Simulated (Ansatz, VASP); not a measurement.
# Two plane-wave programs on ZrS

File INCAR:

```
ALGO = Normal ; EDIFF = 1E-7
ENCUT = 520 ; GGA = PS
ISIF = 2 ; ISMEAR = 0
LASPH = True ; LCHARG = True
LELF = True ; LREAL = False
LVHAR = True ; LWAVE = False
NBANDS = 16 ; NELM = 80
PREC = Accurate ; SIGMA = 0.15
```

Contents of KPOINTS:

```
k-points
0
Gamma
  16 16 16
```

File POSCAR:

```
ZrS
1.0
    0.0000000000      2.7825000000      2.6250000000
    2.4675000000      0.0000000000      2.6250000000
    2.4675000000      2.7825000000      0.0000000000
Zr S
1 1
Direct
    0.0000000000      0.0000000000      0.0000000000
    0.5000000000      0.5000000000      0.5000000000
```

Input for Ansatz:

```yaml
crystal:
  lattice:
    - [0.0, 2.7825, 2.625]
    - [2.4675, 0.0, 2.625]
    - [2.4675, 2.7825, 0.0]
  atoms:
    - { symbol: Zr, position: [0.0, 0.0, 0.0] }
    - { symbol: S, position: [0.5, 0.5, 0.5] }
basis:
  ecutwfc: 420
kpoints:
  mp_grid: { grid: [16, 16, 16] }
hamiltonian:
  xc: pbesol
scf:
  occupations: { method: gaussian, width: 0.15 }
output:
  forces: true
  stress: true
  eigenvalues: true
```

Change from the starting cell: strain -0.0600 x Voigt [1, -1, 0, 0, 0, 0], atoms carried along.

Alike in both runs: task single point; functional PBEsol; k mesh 16 × 16 × 16; occupations gaussian, width 0.15 eV; no spin polarisation.

|  | VASP | Ansatz |
| --- | --- | --- |
| version | VASP 6.6.1 | Ansatz 0.2.0 |
| potentials or method | VASP PAW PBE potentials, release 64 (Zr_sv, S), cutoff 520 eV | scalar-relativistic, plane waves, PAW |
| valence electrons in the cell | 18 | 18 |

VASP gave:

* gap on the k mesh at the Fermi level (eV): none
* pressure (GPa): -1.9
* traceless stress, the component that is largest in VASP (GPa): 17.43

Question: What did Ansatz give for the same quantities?

Answer: gap on the k mesh at the Fermi level (eV): none; pressure (GPa): -2.1; traceless stress, the component that is largest in VASP (GPa): 17.31.

VASP's potentials were made for PBE, not for PBEsol. A gap of «none» marks a metal or a gap that the smearing closes.
